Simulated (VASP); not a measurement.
The system is NaB3.

```
CELL_PARAMETERS angstrom
3.87560 0.00000 0.00000
0.00000 4.82084 0.00000
0.00000 0.00000 4.07834
ATOMIC_POSITIONS crystal
Na 0.00000 0.00000 0.67000
Na 0.50000 0.50000 0.33000
B 0.00000 0.25000 0.16700
B 0.00000 0.75000 0.16700
B 0.50000 0.75000 0.83300
B 0.50000 0.25000 0.83300
B 0.50000 0.00000 0.33000
B 0.00000 0.50000 0.67000
```

* Program: VASP 6.6.1
* Task: relaxation of cell and atoms
* Functional: PBE
* Potentials or basis: VASP PAW PBE potentials, release 64 (Na_pv, B)
* Cutoff: 600 eV
* k mesh: 4 × 4 × 4
* Occupations: gaussian, width 0.1 eV
* Spin: no spin polarisation

At the start: pressure -3.1 GPa; volume 9.52 Å³/atom.

Q: How do energy, volume and symmetry change on relaxing?

A: Over 43 steps the energy falls by 1360.9 meV/atom and the volume is 10.96 Å³/atom (+15.1 %); space group Pmmn (No. 59, to 0.1 Å) before and after.

Step by step:
```tsv
step	energy change (eV)	largest force (eV/Å)	pressure (GPa)	volume (Å³)
1	0.0000	1.9248	-3.11	76.20
3	-2.2762	2.7758	7.95	68.09
5	-2.7338	2.0233	18.77	64.53
7	-2.8871	2.4579	29.19	62.27
9	-3.3337	2.7960	33.30	62.12
11	-3.8059	5.4031	61.64	61.02
13	-4.4965	4.4720	49.66	62.27
15	-5.0097	5.7757	38.72	69.11
17	-6.7244	4.2420	33.44	68.09
19	-9.3429	2.0739	-7.00	85.56
21	-10.5451	0.8196	-0.28	85.66
23	-10.6514	0.8107	3.30	85.59
25	-10.7854	0.2997	0.73	88.24
27	-10.8179	0.1101	-1.26	89.64
29	-10.8293	0.1472	0.13	88.87
31	-10.8372	0.1589	0.05	88.66
33	-10.8480	0.1850	-0.38	88.53
35	-10.8514	0.2310	-0.71	88.41
37	-10.8659	0.2072	0.02	87.60
39	-10.8792	0.1028	0.94	87.17
41	-10.8841	0.0868	-0.29	87.84
43	-10.8871	0.0371	0.06	87.68
```

Final structure:
```cif
data_structure
_symmetry_space_group_name_H-M 'P 1'
_symmetry_Int_Tables_number 1
_cell_length_a 2.9876
_cell_length_b 5.8525
_cell_length_c 5.0144
_cell_angle_alpha 90.000
_cell_angle_beta 90.000
_cell_angle_gamma 90.000
_cell_volume 87.68
loop_
_atom_site_label
_atom_site_type_symbol
_atom_site_fract_x
_atom_site_fract_y
_atom_site_fract_z
_atom_site_occupancy
Na1 Na 0.00000 0.00000 0.55989 1
Na2 Na 0.50000 0.50000 0.44011 1
B1 B 0.00000 0.22155 0.06004 1
B2 B 0.00000 0.77845 0.06004 1
B3 B 0.50000 0.72155 0.93996 1
B4 B 0.50000 0.27845 0.93996 1
B5 B 0.50000 0.00000 0.04458 1
B6 B 0.00000 0.50000 0.95542 1
```

Caveat: the k points lie up to 0.53 Å⁻¹ apart in the final cell, too coarse for converged energies and pressures of a metal; the volume moved by over 15 % at a fixed basis, so the end points are rough.
